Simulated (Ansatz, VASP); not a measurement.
NbP: VASP beside Ansatz

```
Nb P
1.0
    -1.63057    1.63057    5.76031
     1.63057   -1.63057    5.76031
     1.63057    1.63057   -5.76031
Nb P
2 2
Direct
  0.74117 0.74117 0.00000
  0.49117 0.99117 0.50000
  0.34146 0.34146 0.00000
  0.09146 0.59146 0.50000
```

Alike in both runs: task single point; functional PBE; k mesh 14 × 14 × 14; occupations gaussian, width 0.05 eV; no spin polarisation.

|  | VASP | Ansatz |
| --- | --- | --- |
| version | VASP 6.6.1 | Ansatz 0.2.0 |
| potentials or method | VASP PAW PBE potentials, release 64 (Nb_sv, P), cutoff 520 eV | scalar-relativistic, plane waves, PAW |
| valence electrons in the cell | 36 | 36 |

VASP gave:

```
gap on the k mesh at the Fermi level (eV)                     : none
pressure (GPa)                                                : 11.9
traceless stress, the component that is largest in VASP (GPa) : 1.13
rms of the force components (eV/Å)                            : 1.593
```

Q: Which values does Ansatz return?

A: gap on the k mesh at the Fermi level (eV): none; pressure (GPa): 12.4; traceless stress, the component that is largest in VASP (GPa): 1.17; rms of the force components (eV/Å): 1.597.

Atom by atom the forces differ by 0.005 eV/Å (rms over components). A gap of «none» marks a metal or a gap that the smearing closes. With one functional, cell and mesh, what is left measures potentials, basis and numerics.
